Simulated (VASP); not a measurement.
Wanted: the native input for a VASP 6.6.1 run.

- Task: single point
- Functional: LDA
- Potentials or basis: VASP PAW LDA potentials, release 64 (Pt, Se)
- Cutoff: 520 eV
- k mesh: 8 × 8 × 5
- Occupations: fermi-dirac, width 0.05 eV
- Spin: no spin polarisation
- Dipole correction: no
- Further INCAR settings: ALGO = Normal; EDIFF = 1e-06; NBANDS = 18

The structure of PtSe2 (Sudovikovite) lies in POSCAR:

```
PtSe2
1.0
    3.7970381507      0.0000000000      0.0000000000
   -1.8985190754      3.2883314977      0.0000000000
    0.0000000000      0.0000000000      5.1612801071
Pt Se
1 2
Direct
    0.0000000000      0.0000000000      0.0000000000
    0.6666666667      0.3333333333      0.7500000000
    0.3333333333      0.6666666667      0.2500000000
```

These files were run (other wordings do the same):

INCAR

```
SYSTEM = PtSe2
ALGO     = Normal         ! electronic algorithm
EDIFF    = 1E-6           ! SCF threshold, eV
ENCUT    = 520            ! plane-wave cutoff, eV
ISIF     = 2              ! what is computed and relaxed
ISMEAR   = -1             ! smearing method
LASPH    = .TRUE.         ! aspherical terms in the spheres
LCHARG   = .FALSE.        ! write CHGCAR
LREAL    = .FALSE.        ! projectors in reciprocal space
LWAVE    = .FALSE.        ! write WAVECAR
NBANDS   = 18             ! bands
NELM     = 80             ! most SCF steps
PREC     = Accurate       ! precision mode
SIGMA    = 0.05           ! smearing width, eV
```

KPOINTS

```
k-points
0
G
  8 8 5
  0 0 0
```

Potentials or basis: VASP PAW LDA potentials, release 64 (Pt, Se).

Command:

```sh
$ cat potpaw_LDA.64/Pt/POTCAR potpaw_LDA.64/Se/POTCAR > POTCAR
$ mpirun -np 1 vasp_std > vasp.out
```

It gave:

| Quantity | Value |
| --- | --- |
| Pressure | -6.9 GPa |
| Largest force | 0.417 eV/Å |
| Band gap on the k mesh | zero (band 11 reaches 6.09 eV, above the bottom of band 12 at 5.75 eV) |

Caveat: spin-orbit coupling is left out, which moves the levels of the heavy elements.

Wall time 14 s on 1 thread of Intel(R) Xeon(R) 6975P-C (Granite Rapids), on a shared host, peak memory 0.18 GiB.
